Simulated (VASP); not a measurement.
Set up this calculation in VASP 6.6.1, as the native input.

```yaml
Task: relaxation of cell and atoms
Functional: PBE
Potentials_or_basis: VASP PAW PBE potentials, release 64 (Zr_sv)
Cutoff: 600 eV
k_mesh: 21 × 21 × 12
Occupations: gaussian, width 0.1 eV
Spin: no spin polarisation
Dipole_correction: no
Further_INCAR_settings: ALGO = Fast; EDIFF = 1e-07; IBRION = 2; EDIFFG = -0.002; NSW = 100; ISIF = 3
```

The structure of Zr lies in POSCAR:

```
Zr
1.0
    3.2320000000      0.0000000000      0.0000000000
   -1.6160000000      2.7989941050      0.0000000000
    0.0000000000      0.0000000000      5.1470000000
Zr
2
Direct
    0.3333333333      0.6666666667      0.2500000000
    0.6666666667      0.3333333333      0.7500000000
```

One way to write it, as run:

INCAR

```
PREC = Accurate ; ENCUT = 600
EDIFF = 1E-7 ; ISMEAR = 0
SIGMA = 0.1 ; LREAL = False
LASPH = True ; NELM = 60
ALGO = Fast ; ISIF = 3
LWAVE = False ; LCHARG = False
GGA = PE ; IBRION = 2
NSW = 100 ; EDIFFG = -0.002
```

KPOINTS

```
regular mesh
0
Gamma
  21 21 12
```

Potentials or basis: VASP PAW PBE potentials, release 64 (Zr_sv).

The run is started by

```bash
$ cat potpaw_PBE.64/Zr_sv/POTCAR > POTCAR
$ mpirun -np 1 vasp_std > vasp.out
```

It gave:

| Property | Result |
| --- | --- |
| Relaxed volume | 23.39 Å³/atom |
| Relaxed cell | a = 3.232 Å, b = 3.232 Å, c = 5.172 Å, α = 90.00°, β = 90.00°, γ = 120.00° |
| Space group after relaxing (to 0.1 Å) | P6_3/mmc (No. 194) |
| Energy gained by relaxing | 0.3 meV/atom |
| Ionic steps | 6 |
| Pressure after relaxing | 0.0 GPa |
| Band gap on the k mesh | zero (bands 12 and 13 overlap by 1.22 eV) |

It took 14 min on 1 thread of Intel(R) Xeon(R) 6975P-C (Granite Rapids) (shared host), peak memory 0.39 GiB.
